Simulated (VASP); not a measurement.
## Ru: vibrations by perturbation theory with PBEsol

The system is Ru.

```
Ru
1.0
     2.69173    0.00000    0.00000
    -1.34587    2.33111    0.00000
     0.00000    0.00000    4.25165
Ru
2
Cartesian
  0.0000 1.5541 1.0629
  1.3459 0.7770 3.1887
```

```yaml
Program: VASP 6.6.1
Task: vibrations by perturbation theory
Functional: PBEsol
Potentials_or_basis: VASP PAW PBE potentials, release 64 (Ru_pv)
Cutoff: 520 eV
k_mesh: 15 × 15 × 8
Occupations: fermi-dirac, width 0.15 eV
Spin: no spin polarisation
Dipole_correction: no
Further_INCAR_settings: ALGO = Normal; EDIFF = 1e-08; IBRION = 8; NSW = 1
```

```yaml
Highest_phonon_frequency_at_Γ: 264 cm⁻¹
```

Phonon frequencies in cm⁻¹ (negative: imaginary):
```
              q point        frequencies
(0.000, 0.000, 0.000)  0 0 0 199 199 264
```

Wall time 15 min on 1 thread of Intel Xeon 8259CL, on a shared host, peak memory 0.57 GiB.
